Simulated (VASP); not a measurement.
HCl, 24 atoms in the cell. The cell holds an amorphous packing of atoms, 24 atoms: a = 8.490 Å, b = 8.490 Å, c = 8.490 Å, α = 90.00°, β = 90.00°, γ = 90.00°. 

| Quantity | Value |
| --- | --- |
| Program | VASP 6.6.1 |
| Task | single point |
| Functional | PBEsol |
| Potentials or basis | VASP PAW PBE potentials, release 64 (Cl, H) |
| Cutoff | 520 eV |
| k mesh | 1 × 1 × 1 |
| Occupations | fermi-dirac, width 0.02 eV |
| Spin | no spin polarisation |
| Dipole correction | no |
| Further INCAR settings | LREAL = Auto; ALGO = Normal; EDIFF = 1e-06; NBANDS = 66 |

Potentials or basis: VASP PAW PBE potentials, release 64 (Cl, H).

The run is started by

```bash
$ cat potpaw_PBE.64/Cl/POTCAR potpaw_PBE.64/H/POTCAR > POTCAR
$ mpirun -np 1 vasp_gam > vasp.out
```

Hardware: 1 thread of Intel(R) Xeon(R) 6975P-C (Granite Rapids), with other jobs on the host.

Task: How long does it take, and how much memory?

Result: Run time: 32 s on 1 thread of Intel(R) Xeon(R) 6975P-C (Granite Rapids), with other jobs on the host, peak memory 0.54 GiB. Counts: scf iterations 16, k points 1.
